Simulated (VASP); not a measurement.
Write the native input for VASP 6.6.1 that does the following.

```yaml
Task: single point
Functional: r2SCAN
Potentials_or_basis: VASP PAW PBE potentials, release 64 (La)
Cutoff: 520 eV
k_mesh: 7 × 7 × 4
Occupations: gaussian, width 0.05 eV
Spin: no spin polarisation
Dipole_correction: no
Further_INCAR_settings: ALGO = Normal; EDIFF = 1e-07; NBANDS = 18
```

The system is La.

```
La
1.0
     3.75000    0.00000    0.00000
    -1.87500    3.24760    0.00000
     0.00000    0.00000    6.07000
La
2
Direct
  0.33333 0.66667 0.25000
  0.66667 0.33333 0.75000
```

These files were run (other wordings do the same):

POSCAR

```
La
1.0
    3.7500000000      0.0000000000      0.0000000000
   -1.8750000000      3.2475950000      0.0000000000
    0.0000000000      0.0000000000      6.0700000000
La
2
Direct
    0.3333333333      0.6666666667      0.2500000000
    0.6666666667      0.3333333333      0.7500000000
```

INCAR.step1

```
PREC = Accurate
ENCUT = 520
ISMEAR = 0
SIGMA = 0.05
LREAL = F
LASPH = T
NELM = 80
NBANDS = 18
GGA = PE
ALGO = Normal
EDIFF = 1E-4
LWAVE = T
LCHARG = F
```

INCAR.step2

```
PREC = Accurate
ENCUT = 520
EDIFF = 1E-7
ISMEAR = 0
SIGMA = 0.05
LREAL = F
LASPH = T
NELM = 80
ALGO = Normal
ISIF = 2
LWAVE = F
LCHARG = F
METAGGA = R2SCAN
LMIXTAU = T
NBANDS = 18
ISTART = 1
```

KPOINTS

```
regular mesh
0
Gamma
  7 7 4
```

Potentials or basis: VASP PAW PBE potentials, release 64 (La).

Command:

```console
$ cat potpaw_PBE.64/La/POTCAR > POTCAR
$ cp INCAR.step1 INCAR
$ mpirun -np 1 vasp_std > vasp.out
$ cp INCAR.step2 INCAR
$ mpirun -np 1 vasp_std > vasp.out
```

It gave:

```json
{"Pressure": "1.0 GPa", "Band gap on the k mesh": "zero (band 11 reaches 9.32 eV, above the bottom of band 12 at 7.68 eV)"}
```

Caveat: the PAW data sets were made with another functional, which shifts forces and pressure a little; spin-orbit coupling is left out, which moves the levels of the heavy elements.

Run time: 2.3 min on 1 thread of Intel(R) Xeon(R) Platinum 8488C (Sapphire Rapids), on a shared host, peak memory 0.2 GiB.
